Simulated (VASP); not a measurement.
Input of a VASP 6.6.1 run:

INCAR

```
SYSTEM = Sb
ALGO     = Fast           ! electronic algorithm
EDIFF    = 1E-7           ! SCF threshold, eV
EDIFFG   = -0.01          ! ionic threshold
ENCUT    = 600            ! plane-wave cutoff, eV
GGA      = PE             ! functional
IBRION   = 2              ! ionic algorithm
ISIF     = 3              ! what is computed and relaxed
ISMEAR   = 0              ! smearing method
LASPH    = .TRUE.         ! aspherical terms in the spheres
LCHARG   = .FALSE.        ! write CHGCAR
LREAL    = .FALSE.        ! projectors in reciprocal space
LWAVE    = .FALSE.        ! write WAVECAR
NELM     = 80             ! most SCF steps
NSW      = 100            ! ionic steps
PREC     = Accurate       ! precision mode
SIGMA    = 0.1            ! smearing width, eV
```

File KPOINTS:

```
k-points
0
G
  18 18 18
  0 0 0
```

Contents of POSCAR:

```
Sb
1.0
   -3.0414989757      3.0414989757      1.6591938356
    3.0414989757     -3.0414989757      1.6591938356
    3.0414989757      3.0414989757     -1.6591938356
Sb
2
Direct
    0.0000000000      0.0000000000      0.0000000000
    0.7500000000      0.2500000000      0.5000000000
```

Potentials or basis: VASP PAW PBE potentials, release 64 (Sb).

Run with:

```sh
$ cat potpaw_PBE.64/Sb/POTCAR > POTCAR
$ mpirun -np 1 vasp_std > vasp.out
```

Predict the relaxed volume.

29.47 Å³/atom.

Estimate the relaxed cell.

a = 4.580 Å, b = 4.580 Å, c = 4.580 Å, α = 97.01°, β = 97.01°, γ = 139.11°.

Final structure:
```
CELL_PARAMETERS angstrom
-3.03487 3.03487 1.59990
3.03487 -3.03487 1.59990
3.03487 3.03487 -1.59990
ATOMIC_POSITIONS crystal
Sb 0.00000 0.00000 0.00000
Sb 0.75000 0.25000 0.50000
```
